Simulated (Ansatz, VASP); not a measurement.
# One calculation of SnO, two programs

INCAR

```
SYSTEM = SnO
PREC     = Accurate       ! precision mode
ENCUT    = 600            ! plane-wave cutoff, eV
EDIFF    = 1E-6           ! SCF threshold, eV
ISMEAR   = -1             ! smearing method
SIGMA    = 0.05           ! smearing width, eV
LREAL    = .False.        ! projectors in reciprocal space
LASPH    = .True.         ! aspherical terms in the spheres
NELM     = 100            ! most SCF steps
ALGO     = Normal         ! electronic algorithm
ISIF     = 3              ! what is computed and relaxed
LWAVE    = .False.        ! write WAVECAR
LCHARG   = .False.        ! write CHGCAR
GGA      = PE             ! functional
IVDW     = 12             ! dispersion correction
IBRION   = 2              ! ionic algorithm
NSW      = 60             ! ionic steps
EDIFFG   = -0.01          ! ionic threshold
```

KPOINTS

```
regular mesh
0
Gamma
  7 7 6
  0 0 0
```

File POSCAR:

```
SnO
1.0
    3.8136952200      0.0000000000      0.0000000000
    0.0000000000      3.8136952200      0.0000000000
    0.0000000000      0.0000000000      4.8869133000
Sn O
2 2
Direct
    0.5000000000      0.0000000000      0.7646261400
    0.0000000000      0.5000000000      0.2353738600
    0.0000000000      0.0000000000      0.0000000000
    0.5000000000      0.5000000000      0.0000000000
```

File input.yaml:

```yaml
crystal:
  lattice:
    - [3.81369522, 0.0, 0.0]
    - [0.0, 3.81369522, 0.0]
    - [0.0, 0.0, 4.8869133]
  atoms:
    - { symbol: Sn, position: [0.5, 0.0, 0.76462614] }
    - { symbol: Sn, position: [0.0, 0.5, 0.23537386] }
    - { symbol: O, position: [0.0, 0.0, 0.0] }
    - { symbol: O, position: [0.5, 0.5, 0.0] }
hamiltonian:
  xc: pbe
  pseudopotentials: { kind: paw }
  dispersion: d3bj
kpoints:
  mp_grid: { grid: [7, 7, 6] }
scf:
  occupations: { method: fermi_dirac, width: 0.05 }
output:
  forces: true
  stress: true
relax:
  f_tol: 0.01
  max_steps: 40
  cell: { stress_tol: 0.05 }
```

Alike in both runs: task relaxation of cell and atoms; functional PBE; dispersion D3(BJ); k mesh 7 × 7 × 6; occupations fermi-dirac, width 0.05 eV; no spin polarisation.

|  | VASP | Ansatz |
| --- | --- | --- |
| version | VASP 6.6.1 | Ansatz 0.2.0 |
| potentials or method | VASP PAW PBE potentials, release 64 (Sn_d, O) | Ansatz PAW |
| plane-wave cutoff (eV) | 600 | 420 |
| valence electrons in the cell | 40 | 40 |

```csv
,VASP,Ansatz,Ansatz less VASP
relaxed volume (Å³/atom),17.44,17.54,+0.104
relaxed cell length with the largest relative difference (Å),4.739,4.764,+0.0253
```

Noted on Ansatz's run: the plane-wave basis is chosen anew once the cell has moved, so the energies of steps on either side of that aren't comparable.
